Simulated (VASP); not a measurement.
Crystal: Al.

```
CELL_PARAMETERS angstrom
-1.56971 1.56971 1.56971
1.56971 -1.56971 1.56971
1.56971 1.56971 -1.56971
ATOMIC_POSITIONS crystal
Al 0.00000 0.00000 0.00000
```

Base run:

- Program: VASP 6.6.1
- Functional: PBE0
- Potentials or basis: VASP PAW PBE potentials, release 64 (Al)
- Cutoff: 520 eV
- k mesh: 8 × 8 × 8
- Occupations: fermi-dirac, width 0.05 eV
- Spin: no spin polarisation

Its results: pressure 6.1 GPa.

Question: The run is repeated on the same cell with these changes: k mesh from 8 × 8 × 8 to 6 × 6 × 6; further incar settings from ALGO = Normal; EDIFF = 1e-06; NBANDS = 8 to ALGO = Normal; EDIFF = 1e-07; NBANDS = 8. What comes out?

Answer: Pressure 7.3 GPa.

Caveats: some runs use coarse meshes; the PAW data sets were made with another functional, which shifts forces and pressure a little.
